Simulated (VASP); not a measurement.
# BiS4 (P4/mmm) in VASP: a series of runs

BiS4 is run at these levels: PBE; tasks: single point.

All numbers are computed with VASP 6.6.1; they aren't measurements. Logs are shortened: lines on timing, memory, paths and dates and some standing lists are left out, and cuts for length are marked.

## 1. The cell of the first run

The structure is tetragonal, space group P4/mmm (No. 123). The conventional cell has a = 5.613 Å, b = 5.613 Å, c = 4.901 Å, α = 90.00°, β = 90.00°, γ = 90.00°. Within 3.9 Å of Bi (site symmetry 4/mmm) lie 8 S at 3.00 Å. Within 3.0 Å of S (site symmetry m2m) lie 3 S at 2.15 to 2.45 Å and 2 Bi at 3.00 Å.

The cell was generated, and may not be a known phase.

## 2. Single point, PBE

Input file INCAR:

```
SYSTEM = BiS4
PREC = Accurate
ENCUT = 520
EDIFF = 1E-6
ISMEAR = 0
SIGMA = 0.1
LREAL = .False.
LASPH = .True.
NELM = 60
ALGO = Normal
ISIF = 2
LWAVE = .False.
LCHARG = .False.
GGA = PE
NBANDS = 28
```

Input file KPOINTS:

```
regular mesh
0
Gamma
  4 4 4
  0 0 0
```

Input file POSCAR:

```
BiS4
1.0
    5.6128737400      0.0000000000      0.0000000000
    0.0000000000      5.6128737400      0.0000000000
    0.0000000000      0.0000000000      4.9007072600
Bi S
1 4
Direct
    0.0000000000      0.0000000000      0.5000000000
    0.6919688800      0.0000000000      0.0000000000
    0.3080311200      0.0000000000      0.0000000000
    0.0000000000      0.6919688800      0.0000000000
    0.0000000000      0.3080311200      0.0000000000
```

Potentials or basis: VASP PAW PBE potentials, release 64 (Bi_d, S).

Started as:

```sh
$ cat potpaw_PBE.64/Bi_d/POTCAR potpaw_PBE.64/S/POTCAR > POTCAR
$ mpirun -np 1 vasp_std > vasp.out
```

OUTCAR:

```text
SYSTEM = BiS4
   PREC = Accurate
   ENCUT = 520
   EDIFF = 1E-6
   ISMEAR = 0
   LREAL = .False.
   LASPH = .True.
   NELM = 60
   ISIF = 2
   GGA = PE

 ion  position               nearest neighbor table
   1  0.000  0.000  0.500-   2 3.00   3 3.00   4 3.00   5 3.00   2 3.00   3 3.00   4 3.00   5 3.00

   2  0.692  0.000  0.000-   3 2.15   4 2.45   5 2.45   1 3.00   1 3.00
   3  0.308  0.000  0.000-   2 2.15   4 2.45   5 2.45   1 3.00   1 3.00
   4  0.000  0.692  0.000-   5 2.15   3 2.45   2 2.45   1 3.00   1 3.00
   5  0.000  0.308  0.000-   4 2.15   3 2.45   2 2.45   1 3.00   1 3.00

  LATTYP: Found a simple tetragonal cell.
 ALAT       =     5.6128737400
 C/A-ratio  =     0.8731190985

  Lattice vectors:

 A1 = (   5.6128737400,   0.0000000000,   0.0000000000)
 A2 = (   0.0000000000,   5.6128737400,   0.0000000000)
 A3 = (   0.0000000000,   0.0000000000,   4.9007072600)

Analysis of symmetry for initial positions (statically):
=====================================================================
 Subroutine PRICEL returns:
 Original cell was already a primitive cell.

 Routine SETGRP: Setting up the symmetry group for a
 simple tetragonal supercell.

 Subroutine GETGRP returns: Found 16 space group operations
 (whereof 16 operations were pure point group operations)
 out of a pool of 16 trial point group operations.

The static configuration has the point symmetry D_4h.

Analysis of symmetry for dynamics (positions and initial velocities):
=====================================================================
 Subroutine PRICEL returns:
 Original cell was already a primitive cell.

 Routine SETGRP: Setting up the symmetry group for a
 simple tetragonal supercell.

 Subroutine GETGRP returns: Found 16 space group operations
 (whereof 16 operations were pure point group operations)
 out of a pool of 16 trial point group operations.

The dynamic configuration has the point symmetry D_4h.

 Subroutine INISYM returns: Found 16 space group operations
 (whereof 16 operations are pure point group operations),
 and found     1 'primitive' translations

----------------------------------------------------------------------------------------

                                     Primitive cell

  volume of cell :     154.3936

  direct lattice vectors                    reciprocal lattice vectors
     5.612873740  0.000000000  0.000000000     0.178161855  0.000000000  0.000000000
     0.000000000  5.612873740  0.000000000     0.000000000  0.178161855  0.000000000
     0.000000000  0.000000000  4.900707260     0.000000000  0.000000000  0.204052180

  length of vectors
     5.612873740  5.612873740  4.900707260     0.178161855  0.178161855  0.204052180

  position of ions in fractional coordinates (direct lattice)
     0.000000000  0.000000000  0.500000000
     0.691968880  0.000000000  0.000000000
     0.308031120  0.000000000  0.000000000
     0.000000000  0.691968880  0.000000000
     0.000000000  0.308031120  0.000000000

  ion indices of the primitive-cell ions
   primitive index   ion index
                 1           1
                 2           2
                 3           3
                 4           4
                 5           5

----------------------------------------------------------------------------------------

 KPOINTS: regular mesh

Automatic generation of k-mesh.
 Grid dimensions read from file:
 generate k-points for:    4    4    4

 Generating k-lattice:

  Cartesian coordinates                     Fractional coordinates (reciprocal lattice)
     0.044540464  0.000000000  0.000000000     0.250000000  0.000000000  0.000000000
     0.000000000  0.044540464  0.000000000     0.000000000  0.250000000  0.000000000
     0.000000000  0.000000000  0.051013045     0.000000000  0.000000000  0.250000000

  Length of vectors
     0.044540464  0.044540464  0.051013045

  Shift w.r.t. Gamma in fractional coordinates (k-lattice)
     0.000000000  0.000000000  0.000000000

 Subroutine IBZKPT returns following result:
 ===========================================

 Found     18 irreducible k-points:

 Following reciprocal coordinates:
            Coordinates               Weight
  0.000000  0.000000  0.000000      1.000000
  0.250000  0.000000  0.000000      4.000000
  0.500000  0.000000  0.000000      2.000000
  0.250000  0.250000  0.000000      4.000000
  0.500000  0.250000  0.000000      4.000000
  0.500000  0.500000  0.000000      1.000000
[... 10 lines left out ...]
  0.500000  0.250000  0.500000      4.000000
  0.500000  0.500000  0.500000      1.000000
   k-points           NKPTS =     18   k-points in BZ     NKDIM =     18   number of bands    NBANDS=     28
   number of dos      NEDOS =    301   number of ions     NIONS =      5
   total plane-waves  NPLWV =  63504
   dimension x,y,z NGX =    42 NGY =   42 NGZ =   36
   dimension x,y,z NGXF=    84 NGYF=   84 NGZF=   72
   ions per type =               1   4
   NGX,Y,Z   is equivalent  to a cutoff of  12.44, 12.44, 12.21 a.u.
   NGXF,Y,Z  is equivalent  to a cutoff of  24.88, 24.88, 24.42 a.u.
 SYSTEM =  BiS4
   PREC   = accura    normal or accurate (medium, high low for compatibility)
   ISTART =      0    job   : 0-new  1-cont  2-samecut
   ICHARG =      2    charge: 1-file 2-atom 10-const
   ISPIN  =      1    spin polarized calculation?
   LNONCOLLINEAR =      F non collinear calculations
   LSORBIT =      F    spin-orbit coupling
   LASPH  =      T    aspherical Exc in radial PAW
   ENCUT  =  520.0 eV  38.22 Ry    6.18 a.u.  10.44 10.44  9.11*2*pi/ulx,y,z
   NELM   =     60;   NELMIN=  2; NELMDL= -5     # of ELM steps
   EDIFF  = 0.1E-05   stopping-criterion for ELM
   LREAL  =      F    real-space projection
   EDIFFG = 0.1E-04   stopping-criterion for IOM
   NSW    =      0    number of steps for IOM
   IBRION =     -1    ionic relax: 0-MD 1-quasi-New 2-CG
   NFREE  =      0    steps in history (QN), initial steepest desc. (CG)
   ISIF   =      2    stress and relaxation
   ISYM   =      2    0-nonsym 1-usesym 2-fastsym
   POTIM  = 0.5000    time-step for ionic-motion
   TEBEG  =    0.0;   TEEND  =   0.0 temperature during run
   PSTRESS=    0.0 pullay stress
   NELECT =      39.0000    total number of electrons
   NUPDOWN=      -1.0000    fix difference up-down
   EMIN   =  10.00;   EMAX   =-10.00  energy-range for DOS
   EFERMI =   0.00;   METHOD = LEGACY
   ISMEAR =     0;   SIGMA  =   0.10  broadening in eV -4-tet -1-fermi 0-gaus
   EFERMI_NEDOS =   21; number of points for ismear=-14 and -15
   IALGO  =     38    algorithm
   IMIX   =      4    mixing-type and parameters
     AMIX     =   0.40;   BMIX     =  1.00
     AMIX_MAG =   1.60;   BMIX_MAG =  1.00
  volume/ion in A,a.u.               =      30.88       208.38
  Fermi-wavevector in a.u.,A,eV,Ry     =   1.034872  1.955624 14.571294  1.070960
  Thomas-Fermi vector in A             =   2.169188
   LORBIT       =      0    0 simple, 1 ext, 2 COOP (PROOUT), +10 PAW based schemes
   GGA     = PE    functional components
   LHFCALC =     F    Hartree Fock is set to
   AEXX    =    0.0000 exact exchange contribution
   IVDW    =     0    specifies the selected vdW correction
   LEPSILON=     F    determine dielectric tensor
   LRPA    =     F    only Hartree local field effects (RPA)
 non-spin polarized calculation
 Gauss-broadening in eV      SIGMA  =   0.10
  energy-cutoff  :      520.00
  volume of cell :      154.39
 maximum number of plane-waves:      4194
 NGX is ok and might be reduce to    42
   NGX = 21   NGY = 21   NGZ = 19

 number of electron      38.9999996 magnetization

 Free energy of the ion-electron system (eV)
  ---------------------------------------------------
  ext. energy  EPLUGINS =         0.00000000
  ---------------------------------------------------
  free energy    TOTEN  =       -17.75228156 eV

  energy without entropy =      -17.74485117  energy(sigma->0) =      -17.74856637

 E-fermi :   3.3408     XC(G=0):  -7.7161

 val. band max:        3.3058594255   @ k =   0.5000   0.0000   0.0000
 cond. band min:       3.4170924901   @ k =   0.2500   0.2500   0.5000
 fundamental gap:      0.1112330646
 Fermi energy:         3.3407618160

 k-point     1 :       0.0000    0.0000    0.0000
  band No.  band energies     occupation
      1     -20.3091      2.00000
      2     -20.2455      2.00000
      3     -20.2455      2.00000
      4     -20.1519      2.00000
      5     -20.1436      2.00000
      6     -13.4460      2.00000
[... 20 lines left out ...]
     27       8.6593      0.00000
     28       9.1659      0.00000

 k-point     2 :       0.2500    0.0000    0.0000
  band No.  band energies     occupation
      1     -20.3090      2.00000
      2     -20.2456      2.00000
      3     -20.2455      2.00000
      4     -20.1519      2.00000
      5     -20.1434      2.00000
      6     -13.2621      2.00000
[... 20 lines left out ...]
     27       8.9099      0.00000
     28       9.9789      0.00000

 k-point     3 :       0.5000    0.0000    0.0000
  band No.  band energies     occupation
      1     -20.3088      2.00000
      2     -20.2457      2.00000
      3     -20.2455      2.00000
      4     -20.1519      2.00000
      5     -20.1431      2.00000
      6     -12.9690      2.00000
[... 20 lines left out ...]
     27       8.6022      0.00000
     28       9.8855      0.00000

 k-point     4 :       0.2500    0.2500    0.0000
  band No.  band energies     occupation
      1     -20.3088      2.00000
      2     -20.2456      2.00000
      3     -20.2456      2.00000
      4     -20.1519      2.00000
      5     -20.1431      2.00000
      6     -13.0619      2.00000
[... 392 lines left out ...]
     27       8.2165      0.00000
     28       8.5614      0.00000

 k-point    17 :       0.5000    0.2500    0.5000
  band No.  band energies     occupation
      1     -20.2945      2.00000
      2     -20.2518      2.00000
      3     -20.2514      2.00000
      4     -20.1517      2.00000
      5     -20.1423      2.00000
      6     -12.5254      2.00000
[... 20 lines left out ...]
     27       9.1391      0.00000
     28       9.3867      0.00000

 k-point    18 :       0.5000    0.5000    0.5000
  band No.  band energies     occupation
      1     -20.2945      2.00000
      2     -20.2518      2.00000
      3     -20.2518      2.00000
      4     -20.1518      2.00000
      5     -20.1421      2.00000
      6     -11.8551      2.00000
[... 20 lines left out ...]
     27       9.5928      0.00000
     28       9.8187      0.00000

------------------------ aborting loop because EDIFF is reached ----------------------------------------

  FORCE on cell =-STRESS in cart. coord.  units (eV):
  Direction    XX          YY          ZZ          XY          YZ          ZX
  --------------------------------------------------------------------------------------
  -------------------------------------------------------------------------------------
  Total        6.1816392      6.1816392     -0.5637615      0.0000000      0.0000000      0.0000000
  in kB       64.1482668     64.1482668     -5.8502809      0.0000000      0.0000000      0.0000000
  external PRESSURE =      40.8154175 kB  Pullay stress =       0.0000000 kB

 VOLUME and BASIS-vectors are now :
 -----------------------------------------------------------------------------
  energy-cutoff  :      520.00
  volume of cell :      154.39
      direct lattice vectors                 reciprocal lattice vectors
     5.612873740  0.000000000  0.000000000     0.178161855  0.000000000  0.000000000
     0.000000000  5.612873740  0.000000000     0.000000000  0.178161855  0.000000000
     0.000000000  0.000000000  4.900707260     0.000000000  0.000000000  0.204052180

 POSITION                                       TOTAL-FORCE (eV/Angst)
 -----------------------------------------------------------------------------------
      0.00000      0.00000      2.45035        -0.000000      0.000000     -0.000000
      3.88393      0.00000      0.00000        -1.280669      0.000000      0.000000
      1.72894      0.00000      0.00000         1.280669     -0.000000     -0.000000
      0.00000      3.88393      0.00000        -0.000000     -1.280669      0.000000
      0.00000      1.72894      0.00000        -0.000000      1.280669      0.000000
 -----------------------------------------------------------------------------------
    total drift:                                0.000000     -0.000000      0.000000

  FREE ENERGIE OF THE ION-ELECTRON SYSTEM (eV)
  ---------------------------------------------------
  free  energy   TOTEN  =       -17.7522815639 eV

  energy  without entropy=      -17.7448511675  energy(sigma->0) =      -17.74856637
```

Wall time 41 s (1 thread of Intel Xeon 6975P-C (Granite Rapids), shared host); peak memory 0.26 GiB.

Results:

```yaml
Free_energy: -17.7523 eV
Pressure: 4.1 GPa
Largest_force: 1.281 eV/Å
Band_gap_on_the_k_mesh: zero (an odd number of electrons rules out a gap without spin polarisation)
```

Forces in eV/Å, atoms in the order of the input:
```
Bi   0.000  0.000  0.000
S   -1.281  0.000  0.000
S    1.281  0.000  0.000
S    0.000 -1.281  0.000
S    0.000  1.281  0.000
```

Levels at points of the mesh, in eV from the Fermi level:
```csv
k point,band 17,band 18,band 19,band 20,band 21,band 22
"(0.00, 0.00, 0.00)",-2.10,-2.10,-1.36,-0.12,-0.12,1.19
"(0.50, 0.00, 0.00)",-2.08,-1.83,-1.29,-0.61,-0.03,0.52
"(0.50, 0.50, 0.00)",-1.74,-1.24,-0.59,-0.59,-0.18,0.18
"(0.00, 0.00, 0.50)",-3.34,-3.23,-1.36,1.26,1.88,1.88
"(0.50, 0.00, 0.50)",-2.44,-1.24,-1.08,0.54,1.00,1.35
"(0.50, 0.50, 0.50)",-1.82,-1.22,-0.32,0.16,0.16,1.44
```

Caveat: the stress differs along the axes, from -1 to 6 GPa; spin-orbit coupling is left out, which moves the levels of the heavy elements; forces of over 1 eV/Å act on the atoms, so gaps and moduli don't describe the material at rest.

## 3. Single point, PBE

This run uses another cell than the first one, of 32.89 Å³/atom.

Input file INCAR:

```
SYSTEM = BiS4
PREC = Accurate ; ENCUT = 520
EDIFF = 1E-6 ; ISMEAR = 0
SIGMA = 0.1 ; LREAL = .False.
LASPH = .True. ; NELM = 80
ALGO = Normal ; ISIF = 2
LWAVE = .False. ; LCHARG = .False.
GGA = PE ; NBANDS = 28
```

KPOINTS is that of step 2.

Input file POSCAR:

```
BiS4
1.0
    6.3780720917      0.0000000000      0.0000000000
    0.0000000000      6.3780720917      0.0000000000
    0.0000000000      0.0000000000      4.0424634506
Bi S
1 4
Direct
    0.0000000000      0.0000000000      0.5000000000
    0.6591077552      0.0000000000      0.0000000000
    0.3408922448      0.0000000000      0.0000000000
    0.0000000000      0.6591077552      0.0000000000
    0.0000000000      0.3408922448      0.0000000000
```

Potentials or basis: VASP PAW PBE potentials, release 64 (Bi_d, S).

Started as:

```sh
$ cat potpaw_PBE.64/Bi_d/POTCAR potpaw_PBE.64/S/POTCAR > POTCAR
$ mpirun -np 1 vasp_std > vasp.out
```

It took 40 s on 1 thread of Intel Xeon 6975P-C (Granite Rapids), shared host; peak memory 0.27 GiB.

Results (log left out):

* Free energy: -19.1578 eV
* Pressure: -0.1 GPa
* Largest force: 0.127 eV/Å
* Band gap on the k mesh: zero (an odd number of electrons rules out a gap without spin polarisation)

Forces in eV/Å, atoms in the order of the input:
```
Bi   0.000  0.000  0.000
S   -0.127  0.000  0.000
S    0.127  0.000  0.000
S    0.000 -0.127  0.000
S    0.000  0.127  0.000
```

Stress tensor (GPa, compression positive):
```
-0.14  0.00  0.00
 0.00 -0.14  0.00
 0.00  0.00 -0.01
```

Levels at points of the mesh, in eV from the Fermi level:
```csv
k point,band 16,band 17,band 18,band 19,band 20,band 21,band 22,band 23
"(0.00, 0.00, 0.00)",-2.76,-2.23,-0.55,-0.55,0.11,0.11,1.35,1.37
"(0.50, 0.00, 0.00)",-3.03,-1.30,-1.16,-0.55,-0.12,0.86,1.35,2.38
"(0.50, 0.50, 0.00)",-2.78,-2.34,-0.23,-0.23,0.05,1.28,1.43,1.43
"(0.00, 0.00, 0.50)",-3.41,-3.15,-3.15,-2.02,1.43,1.86,2.78,2.78
"(0.50, 0.00, 0.50)",-3.43,-2.83,-0.56,-0.50,0.00,0.12,1.13,3.17
"(0.50, 0.50, 0.50)",-2.22,-2.20,-0.83,-0.31,-0.04,-0.04,1.15,1.15
```

Caveat: the k points lie up to 0.39 Å⁻¹ apart, too coarse for converged energies and pressures of a metal; spin-orbit coupling is left out, which moves the levels of the heavy elements.

The gap in the log of VASP goes by the Fermi energy; the results here count the filled bands.